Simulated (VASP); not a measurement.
# N (P6_3/mmc) in VASP: notebook

N is run at these levels: PBE, r2SCAN; tasks: single point.

All numbers are computed with VASP 6.6.1; they aren't measurements. Logs are shortened: lines on timing, memory, paths and dates and some standing lists are left out, and cuts for length are marked.

## (1) The cell of the first run

The structure is hexagonal, space group P6_3/mmc (No. 194). Conventional cell: a = 3.580 Å, b = 3.580 Å, c = 7.642 Å, α = 90.00°, β = 90.00°, γ = 120.00°. N (site symmetry 3m) has 1 N at 1.09 Å within 1.5 Å.

## (2) Single point, PBE

INCAR reads:

```
SYSTEM = N
  PREC = Accurate
  ENCUT = 520
  EDIFF = 1E-6
  ISMEAR = 0
  SIGMA = 0.01
  LREAL = .False.
  LASPH = .True.
  NELM = 80
  ALGO = Normal
  ISIF = 2
  LWAVE = .False.
  LCHARG = .True.
  GGA = PE
  LELF = .True.
  LVHAR = .True.
  NBANDS = 18
```

KPOINTS reads:

```
Automatic mesh
0
Gamma
  12 12 4
  0 0 0
```

POSCAR reads:

```
N
1.0
    3.5804202189      0.0000000000      0.0000000000
   -1.7902101095      3.1007348658      0.0000000000
    0.0000000000      0.0000000000      7.6415139778
N
4
Direct
    0.3333333333      0.6666666667      0.3215707895
    0.3333333333      0.6666666667      0.1784292105
    0.6666666667      0.3333333333      0.8215707895
    0.6666666667      0.3333333333      0.6784292105
```

Potentials or basis: VASP PAW PBE potentials, release 64 (N).

Started as:

```sh
> cat potpaw_PBE.64/N/POTCAR > POTCAR
> mpirun -np 1 vasp_std > vasp.out
```

OUTCAR:

```text
SYSTEM = N
   PREC = Accurate
   ENCUT = 520
   EDIFF = 1E-6
   ISMEAR = 0
   LREAL = .False.
   LASPH = .True.
   NELM = 80
   ISIF = 2
   GGA = PE

 ion  position               nearest neighbor table
   1  0.333  0.667  0.322-   2 1.09
   2  0.333  0.667  0.178-   1 1.09
   3  0.667  0.333  0.822-   4 1.09
   4  0.667  0.333  0.678-   3 1.09

  LATTYP: Found a hexagonal cell.
 ALAT       =     3.5804202189
 C/A-ratio  =     2.1342505937

  Lattice vectors:

 A1 = (   3.5804202189,   0.0000000000,   0.0000000000)
 A2 = (  -1.7902101095,   3.1007348658,   0.0000000000)
 A3 = (   0.0000000000,   0.0000000000,   7.6415139778)

Analysis of symmetry for initial positions (statically):
=====================================================================
 Subroutine PRICEL returns:
 Original cell was already a primitive cell.

 Routine SETGRP: Setting up the symmetry group for a
 hexagonal supercell.

 Subroutine GETGRP returns: Found 24 space group operations
 (whereof 12 operations were pure point group operations)
 out of a pool of 24 trial point group operations.

The static configuration has the point symmetry D_3d.
 The point group associated with its full space group is D_6h.

Analysis of symmetry for dynamics (positions and initial velocities):
=====================================================================
 Subroutine PRICEL returns:
 Original cell was already a primitive cell.

 Routine SETGRP: Setting up the symmetry group for a
 hexagonal supercell.

 Subroutine GETGRP returns: Found 24 space group operations
 (whereof 12 operations were pure point group operations)
 out of a pool of 24 trial point group operations.

The dynamic configuration has the point symmetry D_3d.
 The point group associated with its full space group is D_6h.

 Subroutine INISYM returns: Found 24 space group operations
 (whereof 12 operations are pure point group operations),
 and found     1 'primitive' translations

----------------------------------------------------------------------------------------

                                     Primitive cell
[... 89 lines left out ...]
   ISPIN  =      1    spin polarized calculation?
   LNONCOLLINEAR =      F non collinear calculations
   LSORBIT =      F    spin-orbit coupling
   LASPH  =      T    aspherical Exc in radial PAW
   ENCUT  =  520.0 eV  38.22 Ry    6.18 a.u.   6.66  6.66 14.21*2*pi/ulx,y,z
   NELM   =     80;   NELMIN=  2; NELMDL= -5     # of ELM steps
   EDIFF  = 0.1E-05   stopping-criterion for ELM
   LREAL  =      F    real-space projection
   EDIFFG = 0.1E-04   stopping-criterion for IOM
   NSW    =      0    number of steps for IOM
   IBRION =     -1    ionic relax: 0-MD 1-quasi-New 2-CG
   NFREE  =      0    steps in history (QN), initial steepest desc. (CG)
   ISIF   =      2    stress and relaxation
   ISYM   =      2    0-nonsym 1-usesym 2-fastsym
   POTIM  = 0.5000    time-step for ionic-motion
   TEBEG  =    0.0;   TEEND  =   0.0 temperature during run
   PSTRESS=    0.0 pullay stress
   NELECT =      20.0000    total number of electrons
   NUPDOWN=      -1.0000    fix difference up-down
   EMIN   =  10.00;   EMAX   =-10.00  energy-range for DOS
   EFERMI =   0.00;   METHOD = LEGACY
   ISMEAR =     0;   SIGMA  =   0.01  broadening in eV -4-tet -1-fermi 0-gaus
   EFERMI_NEDOS =   21; number of points for ismear=-14 and -15
   IALGO  =     38    algorithm
   IMIX   =      4    mixing-type and parameters
     AMIX     =   0.40;   BMIX     =  1.00
     AMIX_MAG =   1.60;   BMIX_MAG =  1.00
  volume/ion in A,a.u.               =      21.21       143.12
  Fermi-wavevector in a.u.,A,eV,Ry     =   1.011328  1.911133 13.915833  1.022785
  Thomas-Fermi vector in A             =   2.144371
   LORBIT       =      0    0 simple, 1 ext, 2 COOP (PROOUT), +10 PAW based schemes
   GGA     = PE    functional components
   LHFCALC =     F    Hartree Fock is set to
   AEXX    =    0.0000 exact exchange contribution
   IVDW    =     0    specifies the selected vdW correction
   LEPSILON=     F    determine dielectric tensor
   LRPA    =     F    only Hartree local field effects (RPA)
 non-spin polarized calculation
 Gauss-broadening in eV      SIGMA  =   0.01
  energy-cutoff  :      520.00
  volume of cell :       84.84
 maximum number of plane-waves:      2321
 NGX is ok and might be reduce to    28
   NGX = 13   NGY = 13   NGZ = 29

 number of electron      19.9999996 magnetization

 Free energy of the ion-electron system (eV)
  ---------------------------------------------------
  ext. energy  EPLUGINS =         0.00000000
  ---------------------------------------------------
  free energy    TOTEN  =       -33.20037113 eV

  energy without entropy =      -33.20037113  energy(sigma->0) =      -33.20037113

 E-fermi :  -6.0962     XC(G=0):  -6.6627

 val. band max:       -6.1566428091   @ k =   0.1667   0.1667   0.0000
 cond. band min:       0.8749307239   @ k =   0.5000   0.0000   0.0000
 fundamental gap:      7.0315735330
 Fermi energy:        -6.0961547902

 k-point     1 :       0.0000    0.0000    0.0000
  band No.  band energies     occupation
      1     -24.8697      2.00000
      2     -24.8507      2.00000
      3     -10.2734      2.00000
      4      -9.5089      2.00000
      5      -7.6849      2.00000
      6      -7.6849      2.00000
[... 481 lines left out ...]
      5      -8.3207      2.00000
      6      -8.2524      2.00000
[... 10 lines left out ...]
     17       8.6405      0.00000
     18       8.9599      0.00000

 [... further k-points ...]

------------------------ aborting loop because EDIFF is reached ----------------------------------------

  FORCE on cell =-STRESS in cart. coord.  units (eV):
  Direction    XX          YY          ZZ          XY          YZ          ZX
  --------------------------------------------------------------------------------------
  -------------------------------------------------------------------------------------
  Total        0.4201682      0.4201682      7.0048318     -0.0000000      0.0000000      0.0000000
  in kB        7.9351604      7.9351604    132.2909843     -0.0000000      0.0000000      0.0000000
  external PRESSURE =      49.3871017 kB  Pullay stress =       0.0000000 kB

 VOLUME and BASIS-vectors are now :
 -----------------------------------------------------------------------------
  energy-cutoff  :      520.00
  volume of cell :       84.84
      direct lattice vectors                 reciprocal lattice vectors
     3.580420219  0.000000000  0.000000000     0.279296825  0.161252097  0.000000000
    -1.790210110  3.100734866  0.000000000     0.000000000  0.322504194  0.000000000
     0.000000000  0.000000000  7.641513978     0.000000000  0.000000000  0.130864120

 POSITION                                       TOTAL-FORCE (eV/Angst)
 -----------------------------------------------------------------------------------
     -0.00000      2.06716      2.45729         0.000000     -0.000000      3.130582
     -0.00000      2.06716      1.36347        -0.000000     -0.000000     -3.130582
      1.79021      1.03358      6.27804         0.000000      0.000000      3.130582
      1.79021      1.03358      5.18423        -0.000000      0.000000     -3.130582
 -----------------------------------------------------------------------------------
    total drift:                               -0.000000      0.000000      0.000000

  FREE ENERGIE OF THE ION-ELECTRON SYSTEM (eV)
  ---------------------------------------------------
  free  energy   TOTEN  =       -33.2003711256 eV

  energy  without entropy=      -33.2003711256  energy(sigma->0) =      -33.20037113
```

OSZICAR:

```text
N       E                     dE             d eps       ncg     rms          rms(c)
DAV:   1     0.111200527954E+03    0.11120E+03   -0.95646E+03  2052   0.943E+02
DAV:   2    -0.263580077381E+02   -0.13756E+03   -0.13245E+03  2764   0.230E+02
DAV:   3    -0.349648560578E+02   -0.86068E+01   -0.85569E+01  2258   0.644E+01
DAV:   4    -0.350350741619E+02   -0.70218E-01   -0.70184E-01  2398   0.715E+00
DAV:   5    -0.350356847925E+02   -0.61063E-03   -0.61059E-03  2342   0.590E-01    0.115E+01
DAV:   6    -0.335495588257E+02    0.14861E+01   -0.16935E+00  2130   0.888E+00    0.661E+00
DAV:   7    -0.332112941599E+02    0.33826E+00   -0.11829E+00  2442   0.744E+00    0.178E+00
DAV:   8    -0.332007059522E+02    0.10588E-01   -0.90483E-02  2138   0.224E+00    0.253E-01
DAV:   9    -0.332002733388E+02    0.43261E-03   -0.31404E-03  2152   0.417E-01    0.113E-01
DAV:  10    -0.332003827657E+02   -0.10943E-03   -0.20510E-04  2128   0.131E-01    0.384E-02
DAV:  11    -0.332003710431E+02    0.11723E-04   -0.12404E-05  2280   0.309E-02    0.588E-03
DAV:  12    -0.332003689913E+02    0.20518E-05   -0.39256E-06  2124   0.162E-02    0.843E-03
DAV:  13    -0.332003709350E+02   -0.19437E-05   -0.42916E-07  1382   0.555E-03    0.112E-03
DAV:  14    -0.332003711256E+02   -0.19060E-06   -0.14755E-07  1082   0.281E-03
   1 F= -.33200371E+02 E0= -.33200371E+02  d E =-.101030E-19
```

It took 74 s on 1 thread of Intel Xeon Platinum 8259CL at 2.50GHz (Skylake/Cascade Lake), shared host; peak memory 0.22 GiB.

What came out:

- Free energy: -33.2004 eV
- Pressure: 4.9 GPa
- Largest force: 3.131 eV/Å
- Band gap on the k mesh: 7.03 eV (least direct gap 7.08 eV)

Forces in eV/Å, atoms in the order of the input:
```
N    0.000  0.000  3.131
N    0.000  0.000 -3.131
N    0.000  0.000  3.131
N    0.000  0.000 -3.131
```

Stress tensor (GPa, compression positive):
```
 0.79  0.00  0.00
 0.00  0.79  0.00
 0.00  0.00 13.23
```

Levels at points of the mesh, in eV from the valence-band top:
```csv
k point,band 8,band 9,band 10,band 11,band 12,band 13
"(0.00, 0.00, 0.00)",-1.48,-1.20,-0.06,8.41,8.41,8.66
"(0.50, 0.00, 0.00)",-1.63,-0.40,-0.05,7.03,7.65,8.05
"(0.00, 0.00, 0.50)",-1.51,-0.57,-0.57,8.54,8.54,8.54
"(0.50, 0.00, 0.50)",-1.67,-0.25,-0.25,7.36,7.36,8.31
```

Caveat: the standard files for N, O and F lose accuracy on very short bonds; the cell stands under pressure; this functional lacks dispersion, which holds the molecules together, so the pressure and a relaxed volume are unreliable; forces of over 1 eV/Å act on the atoms, so gaps and moduli don't describe the material at rest.

## (3) Single point, r2SCAN

POSCAR is that of step 2.

INCAR.step1 reads:

```
SYSTEM = N
ALGO = Normal ; EDIFF = 1E-4
ENCUT = 520 ; GGA = PE
ISMEAR = 0 ; LASPH = .True.
LCHARG = .False. ; LREAL = .False.
LWAVE = .True. ; NBANDS = 18
NELM = 60 ; PREC = Accurate
SIGMA = 0.01
```

INCAR.step2 reads:

```
SYSTEM = N
ALGO = Normal ; EDIFF = 1E-6
ENCUT = 520 ; ISIF = 2
ISMEAR = 0 ; ISTART = 1
LASPH = .True. ; LCHARG = .True.
LELF = .True. ; LMIXTAU = .True.
LREAL = .False. ; LVHAR = .True.
LWAVE = .False. ; METAGGA = R2SCAN
NBANDS = 18 ; NELM = 60
PREC = Accurate ; SIGMA = 0.01
```

KPOINTS reads:

```
k-points
0
Gamma
  12 12 4
  0 0 0
```

Potentials or basis: VASP PAW PBE potentials, release 64 (N).

Started as:

```sh
> cat potpaw_PBE.64/N/POTCAR > POTCAR
> cp INCAR.step1 INCAR
> mpirun -np 1 vasp_std > vasp.out
> cp INCAR.step2 INCAR
> mpirun -np 1 vasp_std > vasp.out
```

Run time: 4.7 min. Hardware: 1 thread of Intel Xeon Platinum 8259CL at 2.50GHz (Skylake/Cascade Lake), shared host; peak memory 0.24 GiB.

The run converged. Its results:

* Free energy: -36.4183 eV
* Pressure: 3.1 GPa
* Largest force: 2.245 eV/Å
* Band gap on the k mesh: 7.70 eV (least direct gap 7.75 eV)

Forces in eV/Å, atoms in the order of the input:
```
N    0.000  0.000  2.245
N    0.000  0.000 -2.245
N    0.000  0.000  2.245
N    0.000  0.000 -2.245
```

Stress tensor (GPa, compression positive):
```
0.02 0.00 0.00
0.00 0.02 0.00
0.00 0.00 9.19
```

Levels at points of the mesh, in eV from the valence-band top:
```
           k point  band 7  band 8  band 9  band 10  band 11  band 12  band 13  band 14
(0.00, 0.00, 0.00)   -1.36   -1.36   -1.17    -0.06     9.14     9.14     9.41     9.41
(0.50, 0.00, 0.00)   -1.60   -1.50   -0.40    -0.05     7.70     8.35     8.76     9.33
(0.00, 0.00, 0.50)   -1.38   -1.38   -0.56    -0.56     9.27     9.27     9.27     9.27
(0.50, 0.00, 0.50)   -1.55   -1.55   -0.25    -0.25     8.04     8.04     9.04     9.04
```

Caveat: the standard files for N, O and F lose accuracy on very short bonds; the cell stands under pressure; the PAW data sets were made with another functional, which shifts forces and pressure a little. A k mesh can miss the band edges.
